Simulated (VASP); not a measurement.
# Ta2N (P-31m) in VASP: single point with PBE

Aim: the single point of Ta2N with PBE.

Everything below comes from runs of VASP 6.6.1. Logs are shortened: lines on timing, memory, paths and dates and some standing lists are left out, and cuts for length are marked.

## (1) The cell of the first run

It takes space group P-31m (No. 162, trigonal). Conventional cell: a = 5.314 Å, b = 5.314 Å, c = 4.955 Å, α = 90.00°, β = 90.00°, γ = 120.00°. Ta (site symmetry m) has 3 N at 2.15 to 2.17 Å within 2.8 Å. Within 2.9 Å of N (site symmetry 32) lie 6 Ta at 2.17 Å. N (site symmetry -3m) has 6 Ta at 2.15 Å within 2.8 Å.

## (2) Single point, PBE

Contents of INCAR:

```
SYSTEM = Ta2N
PREC     = Accurate       ! precision mode
ENCUT    = 520            ! plane-wave cutoff, eV
EDIFF    = 1E-6           ! SCF threshold, eV
ISMEAR   = 0              ! smearing method
SIGMA    = 0.1            ! smearing width, eV
LREAL    = .False.        ! projectors in reciprocal space
LASPH    = .True.         ! aspherical terms in the spheres
NELM     = 60             ! most SCF steps
ALGO     = Normal         ! electronic algorithm
ISIF     = 2              ! what is computed and relaxed
LWAVE    = .False.        ! write WAVECAR
LCHARG   = .False.        ! write CHGCAR
GGA      = PE             ! functional
NBANDS   = 50             ! bands
```

Contents of KPOINTS:

```
regular mesh
0
Gamma
  12 12 8
  0 0 0
```

Contents of POSCAR:

```
Ta2N
1.0
    5.3141342005      0.0000000000      0.0000000000
   -2.6570671002      4.6021752167      0.0000000000
    0.0000000000      0.0000000000      4.9554901479
Ta N
6 3
Direct
    0.6668947957      0.6668947957      0.7530125088
    0.0000000000      0.3331052043      0.7530125088
    0.3331052043      0.0000000000      0.7530125088
    0.3331052043      0.3331052043      0.2469874912
    0.0000000000      0.6668947957      0.2469874912
    0.6668947957      0.0000000000      0.2469874912
    0.6666666667      0.3333333333      0.5000000000
    0.3333333333      0.6666666667      0.5000000000
    0.0000000000      0.0000000000      0.0000000000
```

Potentials or basis: VASP PAW PBE potentials, release 64 (Ta_pv, N).

Started as:

```bash
$ cat potpaw_PBE.64/Ta_pv/POTCAR potpaw_PBE.64/N/POTCAR > POTCAR
$ mpirun -np 1 vasp_std > vasp.out
```

OUTCAR:

```text
SYSTEM = Ta2N
   PREC = Accurate
   ENCUT = 520
   EDIFF = 1E-6
   ISMEAR = 0
   LREAL = .False.
   LASPH = .True.
   NELM = 60
   ISIF = 2
   GGA = PE

 ion  position               nearest neighbor table
   1  0.667  0.667  0.753-   9 2.15   7 2.17   8 2.17   6 3.02   5 3.02   4 3.02   2 3.07   3 3.07
                             3 3.07   2 3.07   3 3.07   2 3.07   6 3.07   5 3.07   4 3.07
   2  0.000  0.333  0.753-   9 2.15   7 2.17   8 2.17   6 3.02   4 3.02   5 3.02   1 3.07   3 3.07
                             3 3.07   1 3.07   1 3.07   3 3.07   6 3.07   4 3.07   5 3.07
   3  0.333  0.000  0.753-   9 2.15   8 2.17   7 2.17   4 3.02   5 3.02   6 3.02   2 3.07   1 3.07
                             2 3.07   1 3.07   1 3.07   2 3.07   4 3.07   5 3.07   6 3.07
   4  0.333  0.333  0.247-   9 2.15   8 2.17   7 2.17   3 3.02   2 3.02   1 3.02   5 3.07   6 3.07
                             6 3.07   5 3.07   6 3.07   5 3.07   3 3.07   2 3.07   1 3.07
   5  0.000  0.667  0.247-   9 2.15   8 2.17   7 2.17   3 3.02   1 3.02   2 3.02   4 3.07   6 3.07
                             6 3.07   4 3.07   4 3.07   6 3.07   3 3.07   1 3.07   2 3.07
   6  0.667  0.000  0.247-   9 2.15   7 2.17   8 2.17   1 3.02   2 3.02   3 3.02   5 3.07   4 3.07
                             5 3.07   4 3.07   4 3.07   5 3.07   1 3.07   2 3.07   3 3.07
   7  0.667  0.333  0.500-   6 2.17   2 2.17   5 2.17   3 2.17   1 2.17   4 2.17
   8  0.333  0.667  0.500-   3 2.17   5 2.17   2 2.17   6 2.17   4 2.17   1 2.17
   9  0.000  0.000  0.000-   2 2.15   5 2.15   4 2.15   1 2.15   3 2.15   6 2.15

  LATTYP: Found a hexagonal cell.
 ALAT       =     5.3141342005
 C/A-ratio  =     0.9325112918

  Lattice vectors:

 A1 = (   5.3141342005,   0.0000000000,   0.0000000000)
 A2 = (  -2.6570671002,   4.6021752167,   0.0000000000)
 A3 = (   0.0000000000,   0.0000000000,   4.9554901479)

Analysis of symmetry for initial positions (statically):
=====================================================================
 Subroutine PRICEL returns:
 Original cell was already a primitive cell.

 Routine SETGRP: Setting up the symmetry group for a
 hexagonal supercell.

 Subroutine GETGRP returns: Found 12 space group operations
 (whereof 12 operations were pure point group operations)
 out of a pool of 24 trial point group operations.

The static configuration has the point symmetry D_3d.

Analysis of symmetry for dynamics (positions and initial velocities):
=====================================================================
 Subroutine PRICEL returns:
 Original cell was already a primitive cell.

 Routine SETGRP: Setting up the symmetry group for a
 hexagonal supercell.

 Subroutine GETGRP returns: Found 12 space group operations
 (whereof 12 operations were pure point group operations)
 out of a pool of 24 trial point group operations.

The dynamic configuration has the point symmetry D_3d.

 Subroutine INISYM returns: Found 12 space group operations
 (whereof 12 operations are pure point group operations),
 and found     1 'primitive' translations

----------------------------------------------------------------------------------------

                                     Primitive cell

  volume of cell :     121.1943

  direct lattice vectors                    reciprocal lattice vectors
     5.314134200  0.000000000  0.000000000     0.188177408  0.108644277  0.000000000
    -2.657067100  4.602175217  0.000000000     0.000000000  0.217288554  0.000000000
     0.000000000  0.000000000  4.955490148     0.000000000  0.000000000  0.201796385

  length of vectors
     5.314134200  5.314134200  4.955490148     0.217288554  0.217288554  0.201796385

  position of ions in fractional coordinates (direct lattice)
     0.666894796  0.666894796  0.753012509
     0.000000000  0.333105204  0.753012509
     0.333105204  0.000000000  0.753012509
     0.333105204  0.333105204  0.246987491
     0.000000000  0.666894796  0.246987491
     0.666894796  0.000000000  0.246987491
     0.666666667  0.333333333  0.500000000
     0.333333333  0.666666667  0.500000000
     0.000000000  0.000000000  0.000000000

  ion indices of the primitive-cell ions
   primitive index   ion index
                 1           1
                 2           2
                 3           3
                 4           4
                 5           5
                 6           6
                 7           7
                 8           8
                 9           9

----------------------------------------------------------------------------------------

 KPOINTS: regular mesh

Automatic generation of k-mesh.
 Grid dimensions read from file:
 generate k-points for:   12   12    8

 Generating k-lattice:

  Cartesian coordinates                     Fractional coordinates (reciprocal lattice)
     0.015681451  0.009053690  0.000000000     0.083333333  0.000000000  0.000000000
     0.000000000  0.018107380  0.000000000     0.000000000  0.083333333  0.000000000
     0.000000000  0.000000000  0.025224548     0.000000000  0.000000000  0.125000000

  Length of vectors
     0.018107380  0.018107380  0.025224548

  Shift w.r.t. Gamma in fractional coordinates (k-lattice)
     0.000000000  0.000000000  0.000000000

 Subroutine IBZKPT returns following result:
 ===========================================

 Found    131 irreducible k-points:

 Following reciprocal coordinates:
            Coordinates               Weight
  0.000000  0.000000  0.000000      1.000000
  0.083333  0.000000  0.000000      6.000000
  0.166667  0.000000  0.000000      6.000000
  0.250000  0.000000  0.000000      6.000000
  0.333333  0.000000  0.000000      6.000000
  0.416667  0.000000  0.000000      6.000000
[... 16 lines left out ...]
  0.250000  0.000000  0.125000     12.000000
  0.333333  0.000000  0.125000     12.000000
 [... further k-points ...]
   k-points           NKPTS =    131   k-points in BZ     NKDIM =    131   number of bands    NBANDS=     50
   number of dos      NEDOS =    301   number of ions     NIONS =      9
   total plane-waves  NPLWV =  64000
   dimension x,y,z NGX =    40 NGY =   40 NGZ =   40
   dimension x,y,z NGXF=    80 NGYF=   80 NGZF=   80
   ions per type =               6   3
   NGX,Y,Z   is equivalent  to a cutoff of  12.51, 12.51, 13.42 a.u.
   NGXF,Y,Z  is equivalent  to a cutoff of  25.03, 25.03, 26.84 a.u.
 SYSTEM =  Ta2N
   PREC   = accura    normal or accurate (medium, high low for compatibility)
   ISTART =      0    job   : 0-new  1-cont  2-samecut
   ICHARG =      2    charge: 1-file 2-atom 10-const
   ISPIN  =      1    spin polarized calculation?
   LNONCOLLINEAR =      F non collinear calculations
   LSORBIT =      F    spin-orbit coupling
   LASPH  =      T    aspherical Exc in radial PAW
   ENCUT  =  520.0 eV  38.22 Ry    6.18 a.u.   9.88  9.88  9.21*2*pi/ulx,y,z
   NELM   =     60;   NELMIN=  2; NELMDL= -5     # of ELM steps
   EDIFF  = 0.1E-05   stopping-criterion for ELM
   LREAL  =      F    real-space projection
   EDIFFG = 0.1E-04   stopping-criterion for IOM
   NSW    =      0    number of steps for IOM
   IBRION =     -1    ionic relax: 0-MD 1-quasi-New 2-CG
   NFREE  =      0    steps in history (QN), initial steepest desc. (CG)
   ISIF   =      2    stress and relaxation
   ISYM   =      2    0-nonsym 1-usesym 2-fastsym
   POTIM  = 0.5000    time-step for ionic-motion
   TEBEG  =    0.0;   TEEND  =   0.0 temperature during run
   PSTRESS=    0.0 pullay stress
   NELECT =      81.0000    total number of electrons
   NUPDOWN=      -1.0000    fix difference up-down
   EMIN   =  10.00;   EMAX   =-10.00  energy-range for DOS
   EFERMI =   0.00;   METHOD = LEGACY
   ISMEAR =     0;   SIGMA  =   0.10  broadening in eV -4-tet -1-fermi 0-gaus
   EFERMI_NEDOS =   21; number of points for ismear=-14 and -15
   IALGO  =     38    algorithm
   IMIX   =      4    mixing-type and parameters
     AMIX     =   0.40;   BMIX     =  1.00
     AMIX_MAG =   1.60;   BMIX_MAG =  1.00
  volume/ion in A,a.u.               =      13.47        90.87
  Fermi-wavevector in a.u.,A,eV,Ry     =   1.431339  2.704838 27.874670  2.048730
  Thomas-Fermi vector in A             =   2.551086
   LORBIT       =      0    0 simple, 1 ext, 2 COOP (PROOUT), +10 PAW based schemes
   GGA     = PE    functional components
   LHFCALC =     F    Hartree Fock is set to
   AEXX    =    0.0000 exact exchange contribution
   IVDW    =     0    specifies the selected vdW correction
   LEPSILON=     F    determine dielectric tensor
   LRPA    =     F    only Hartree local field effects (RPA)
 non-spin polarized calculation
 Gauss-broadening in eV      SIGMA  =   0.10
  energy-cutoff  :      520.00
  volume of cell :      121.19
 maximum number of plane-waves:      3296
   NGX = 19   NGY = 19   NGZ = 19

 number of electron      81.0000002 magnetization

 Free energy of the ion-electron system (eV)
  ---------------------------------------------------
  ext. energy  EPLUGINS =         0.00000000
  ---------------------------------------------------
  free energy    TOTEN  =      -104.16478789 eV

  energy without entropy =     -104.15063645  energy(sigma->0) =     -104.15771217

 E-fermi :   7.4038     XC(G=0): -12.9027

 val. band max:        7.3962262213   @ k =   0.3333   0.0000   0.0000
 cond. band min:       7.4087359223   @ k =  -0.1667   0.4167   0.1250
 fundamental gap:      0.0125097011
 Fermi energy:         7.4037770507

 k-point     1 :       0.0000    0.0000    0.0000
  band No.  band energies     occupation
      1     -28.3369      2.00000
      2     -27.9719      2.00000
      3     -27.8214      2.00000
      4     -27.8214      2.00000
      5     -27.8019      2.00000
      6     -27.8019      2.00000
[... 42 lines left out ...]
     49      10.2923      0.00000
     50      10.8906      0.00000
[... 1217 lines left out ...]
     49      10.3475      0.00000
     50      10.7955      0.00000

 [... further k-points ...]

------------------------ aborting loop because EDIFF is reached ----------------------------------------

  FORCE on cell =-STRESS in cart. coord.  units (eV):
  Direction    XX          YY          ZZ          XY          YZ          ZX
  --------------------------------------------------------------------------------------
  -------------------------------------------------------------------------------------
  Total        0.3610826      0.3610826      0.3502614      0.0000000      0.0000000      0.0000000
  in kB        4.7734772      4.7734772      4.6304224      0.0000000      0.0000000      0.0000000
  external PRESSURE =       4.7257923 kB  Pullay stress =       0.0000000 kB

 VOLUME and BASIS-vectors are now :
 -----------------------------------------------------------------------------
  energy-cutoff  :      520.00
  volume of cell :      121.19
      direct lattice vectors                 reciprocal lattice vectors
     5.314134200  0.000000000  0.000000000     0.188177408  0.108644277  0.000000000
    -2.657067100  4.602175217  0.000000000     0.000000000  0.217288554  0.000000000
     0.000000000  0.000000000  4.955490148     0.000000000  0.000000000  0.201796385

 POSITION                                       TOTAL-FORCE (eV/Angst)
 -----------------------------------------------------------------------------------
      1.77198      3.06917      3.73155        -0.001208     -0.002093      0.014001
     -0.88508      1.53301      3.73155        -0.001208      0.002093      0.014001
      1.77017      0.00000      3.73155         0.002417     -0.000000      0.014001
      0.88508      1.53301      1.22394         0.001208      0.002093     -0.014001
     -1.77198      3.06917      1.22394         0.001208     -0.002093     -0.014001
      3.54397      0.00000      1.22394        -0.002417      0.000000     -0.014001
      2.65707      1.53406      2.47775        -0.000000     -0.000000      0.000000
     -0.00000      3.06812      2.47775        -0.000000      0.000000      0.000000
      0.00000      0.00000      0.00000        -0.000000      0.000000      0.000000
 -----------------------------------------------------------------------------------
    total drift:                               -0.000000     -0.000000      0.000000

  FREE ENERGIE OF THE ION-ELECTRON SYSTEM (eV)
  ---------------------------------------------------
  free  energy   TOTEN  =      -104.1647878881 eV

  energy  without entropy=     -104.1506364513  energy(sigma->0) =     -104.15771217
```

Run time: 9.9 min. Hardware: 1 thread of Intel Xeon Platinum 8488C (Sapphire Rapids), shared host; peak memory 0.65 GiB.

What came out:

```yaml
Free_energy: -104.1648 eV
Pressure: 0.5 GPa
Largest_force: 0.014 eV/Å
Band_gap_on_the_k_mesh: zero (an odd number of electrons rules out a gap without spin polarisation)
```

Forces in eV/Å, atoms in the order of the input:
```
Ta  -0.001 -0.002  0.014
Ta  -0.001  0.002  0.014
Ta   0.002  0.000  0.014
Ta   0.001  0.002 -0.014
Ta   0.001 -0.002 -0.014
Ta  -0.002  0.000 -0.014
N    0.000  0.000  0.000
N    0.000  0.000  0.000
N    0.000  0.000  0.000
```

Levels at points of the mesh, in eV from the Fermi level:
| k point | band 38 | band 39 | band 40 | band 41 | band 42 | band 43 | band 44 | band 45 |
| --- | --- | --- | --- | --- | --- | --- | --- | --- |
| (0.00, 0.00, 0.00) | -0.79 | -0.48 | -0.48 | -0.37 | -0.10 | -0.10 | 0.70 | 0.70 |
| (0.50, 0.00, 0.00) | -1.95 | -1.42 | 0.35 | 0.56 | 0.92 | 0.98 | 1.77 | 2.21 |
| (0.00, 0.00, 0.50) | -1.74 | -1.39 | -1.39 | -0.94 | 0.61 | 0.61 | 0.83 | 2.02 |
| (0.50, 0.00, 0.50) | -1.27 | -1.22 | -0.75 | -0.14 | 0.14 | 0.14 | 0.64 | 0.98 |

Caveat: spin-orbit coupling is left out, which moves the levels of the heavy elements.
